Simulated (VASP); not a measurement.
Input of a VASP 6.6.1 run:

File INCAR:

```
ALGO = Normal ; EDIFF = 1E-6
ENCUT = 520 ; GGA = PE
ISIF = 2 ; ISMEAR = -1
LASPH = True ; LCHARG = True
LELF = True ; LREAL = False
LVHAR = True ; LWAVE = False
NBANDS = 12 ; NELM = 100
PREC = Accurate ; SIGMA = 0.1
```

KPOINTS

```
k-points
0
Gamma
  8 8 8
```

Contents of POSCAR:

```
In
1.0
   -1.5827077275      1.5827077275      2.7578695165
    1.5827077275     -1.5827077275      2.7578695165
    1.5827077275      1.5827077275     -2.7578695165
In
1
Direct
    0.0000000000      0.0000000000      0.0000000000
```

Potentials or basis: VASP PAW PBE potentials, release 64 (In_d).

Command:

```bash
$ cat potpaw_PBE.64/In_d/POTCAR > POTCAR
$ mpirun -np 1 vasp_std > vasp.out
```

Question: What does it give for the pressure?

Answer: -0.2 GPa.

Stress tensor (GPa, compression positive):
```
 0.03  0.00  0.00
 0.00  0.03  0.00
 0.00  0.00 -0.59
```
